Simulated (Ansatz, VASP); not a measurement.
**One calculation of BaS, two programs**

File POSCAR:

```
BaS
1.0
    0.0000000000      3.1937500000      3.1937500000
    3.1937500000      0.0000000000      3.1937500000
    3.1937500000      3.1937500000      0.0000000000
Ba S
1 1
Direct
    0.0000000000      0.0000000000      0.0000000000
    0.5000000000      0.5000000000      0.5000000000
```

Contents of INCAR.step1:

```
PREC = Accurate
ENCUT = 520
EDIFF = 1E-5
ISMEAR = -1
SIGMA = 0.05
LREAL = F
LASPH = T
NELM = 60
ALGO = Normal
ISIF = 2
LWAVE = T
NBANDS = 15
GGA = PE
```

Contents of INCAR.step2:

```
PREC = Accurate
ENCUT = 520
EDIFF = 1E-6
ISMEAR = -1
SIGMA = 0.05
LREAL = F
LASPH = T
NELM = 60
ALGO = Normal
ISIF = 2
LWAVE = F
LCHARG = T
GGA = B3
LHFCALC = T
AEXX = 0.2
AGGAX = 0.72
AGGAC = 0.81
ALDAC = 0.19
PRECFOCK = Normal
LELF = T
LVHAR = T
NBANDS = 15
ISTART = 1
```

KPOINTS

```
Automatic mesh
0
Gamma
  4 4 4
```

The input input.yaml:

```yaml
crystal:
  lattice:
    - [0.0, 3.19375, 3.19375]
    - [3.19375, 0.0, 3.19375]
    - [3.19375, 3.19375, 0.0]
  atoms:
    - { symbol: Ba, position: [0.0, 0.0, 0.0] }
    - { symbol: S, position: [0.5, 0.5, 0.5] }
hamiltonian:
  xc: b3lyp
  pseudopotentials: { kind: paw }
kpoints:
  mp_grid: { grid: [4, 4, 4] }
  band_path:
    path:
      - [[0.0, 0.0, 0.0], [0.5, 0.0, 0.5], [0.5, 0.25, 0.75], [0.375, 0.375, 0.75], [0.0, 0.0, 0.0], [0.5, 0.5, 0.5], [0.625, 0.25, 0.625], [0.5, 0.25, 0.75], [0.5, 0.5, 0.5], [0.375, 0.375, 0.75]]
      - [[0.625, 0.25, 0.625], [0.5, 0.0, 0.5]]
    npoints: 4
scf:
  occupations: { method: fermi_dirac, width: 0.05 }
  n_extra_bands: 6
output:
  forces: true
  stress: true
  eigenvalues: true
  fatbands: false
```

Alike in both runs: functional B3LYP; k mesh 4 × 4 × 4; occupations fermi-dirac, width 0.05 eV; no spin polarisation.

|  | VASP | Ansatz |
| --- | --- | --- |
| version | VASP 6.6.1 | Ansatz 0.2.0 |
| potentials or method | VASP PAW PBE potentials, release 64 (Ba_sv, S) | Ansatz PAW |
| plane-wave cutoff (eV) | 520 | 420 |
| valence electrons in the cell | 16 | 16 |
| task | single point | band structure |

Ansatz gave:

| Item | Value |
| --- | --- |
| gap on the k mesh at the Fermi level (eV) | 3.58 |
| least direct gap on the mesh (eV) | 3.70 |
| pressure (GPa) | 2.3 |

Task: Which values does VASP return?

Result: gap on the k mesh at the Fermi level (eV): 3.50; least direct gap on the mesh (eV): 3.65; pressure (GPa): 2.9.

VASP's potentials were made for PBE, not for B3LYP.

The k mesh is coarse, so the values compare programs but aren't converged. Spin-orbit coupling is off throughout.
